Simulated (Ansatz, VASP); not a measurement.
# In3SbAs2: VASP beside Ansatz

File INCAR:

```
ALGO     = Normal         # electronic algorithm
EDIFF    = 1E-6           # SCF threshold, eV
ENCUT    = 520            # plane-wave cutoff, eV
GGA      = PS             # functional
ISIF     = 2              # what is computed and relaxed
ISMEAR   = -1             # smearing method
LASPH    = True           # aspherical terms in the spheres
LCHARG   = False          # write CHGCAR
LREAL    = False          # projectors in reciprocal space
LWAVE    = False          # write WAVECAR
NBANDS   = 36             # bands
NELM     = 60             # most SCF steps
PREC     = Accurate       # precision mode
SIGMA    = 0.02           # smearing width, eV
```

KPOINTS

```
k-points
0
Gamma
  6 6 6
```

The input POSCAR:

```
In3SbAs2
1.0
   -2.2137428123      6.6405999040      3.1259823306
    2.2137428123     -6.6405999040      3.1259823306
    2.2137428123      6.6405999040     -3.1259823306
As In Sb
2 3 1
Direct
    0.3324505953      0.0007186209      0.3317319743
    0.6689866466      0.0007186209      0.6682680257
    0.5645207671      0.7392722357      0.8252485314
    0.9140237043      0.7392722357      0.1747514686
    0.2720702246      0.7720702246      0.5000000000
   -0.0020519379     -0.0020519379      0.0000000000
```

Input for Ansatz:

```yaml
crystal:
  lattice:
    - [-2.2137428123, 6.640599904, 3.1259823306]
    - [2.2137428123, -6.640599904, 3.1259823306]
    - [2.2137428123, 6.640599904, -3.1259823306]
  atoms:
    - { symbol: As, position: [0.3324505953, 0.0007186209, 0.3317319743] }
    - { symbol: In, position: [0.5645207671, 0.7392722357, 0.8252485314] }
    - { symbol: As, position: [0.6689866466, 0.0007186209, 0.6682680257] }
    - { symbol: In, position: [0.9140237043, 0.7392722357, 0.1747514686] }
    - { symbol: Sb, position: [-0.0020519379, -0.0020519379, 0.0] }
    - { symbol: In, position: [0.2720702246, 0.7720702246, 0.5] }
kpoints:
  mp_grid: { grid: [6, 6, 6] }
hamiltonian:
  xc: pbesol
scf:
  occupations: { method: fermi_dirac, width: 0.02 }
  n_extra_bands: 5
output:
  forces: true
  stress: true
  eigenvalues: true
  write_density: true
  write_potential: true
  elf: true
  volumetric_format: npy
```

Alike in both runs: task single point; functional PBEsol; k mesh 6 × 6 × 6; occupations fermi-dirac, width 0.02 eV; no spin polarisation.

```csv
,VASP,Ansatz
version,VASP 6.6.1,Ansatz 0.2.0
potentials or method,"VASP PAW PBE potentials, release 64 (As, In_d, Sb)","plane waves, PAW"
plane-wave cutoff (eV),520,420
valence electrons in the cell,54,84
```

|  | VASP | Ansatz | Ansatz less VASP |
| --- | --- | --- | --- |
| pressure (GPa) | -0.6 | -0.7 | -0.05 |
| rms of the force components (eV/Å) | 0.006 | 0.004 | -0.0015 |

VASP's potentials were made for PBE, not for PBEsol. VASP's potentials hold 54 valence electrons a cell and Ansatz's 84, so a difference there can come from the potentials and not from the codes.

Neither program's run includes spin-orbit coupling.
